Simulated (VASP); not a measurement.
Here is a VASP 6.6.1 calculation.

Contents of INCAR:

```
SYSTEM = CsI
PREC = Accurate ; ENCUT = 400
EDIFF = 1E-8 ; ISMEAR = -1
SIGMA = 0.01 ; LREAL = .FALSE.
LASPH = .TRUE. ; NELM = 120
ALGO = Normal ; ISIF = 2
LWAVE = .FALSE. ; LCHARG = .FALSE.
GGA = PE ; LEFG = .TRUE.
NBANDS = 15 ; GGA_COMPAT = .FALSE.
```

File KPOINTS:

```
Automatic mesh
0
G
  7 7 7
  0 0 0
```

File POSCAR:

```
CsI
1.0
    4.5205685632      0.0000000000      0.0000000000
    0.0000000000      4.5205685632      0.0000000000
    0.0000000000      0.0000000000      4.5205685632
Cs I
1 1
Direct
    0.0000000000      0.0000000000      0.0000000000
    0.5000000000      0.5000000000      0.5000000000
```

Potentials or basis: VASP PAW PBE potentials, release 64 (Cs_sv, I).

The run is started by

```sh
$ cat potpaw_PBE.64/Cs_sv/POTCAR potpaw_PBE.64/I/POTCAR > POTCAR
$ mpirun -np 1 vasp_std > vasp.out
```

(1) What does it give for the band gap on the k mesh?

(2) What does it give for the pressure?

Answers

(1) 4.01 eV (least direct gap 4.06 eV).

(2) 1.2 GPa.

Caveat: spin-orbit coupling is left out, which moves the levels of the heavy elements; an odd mesh through Γ misses points on the zone boundary, where band edges can lie.
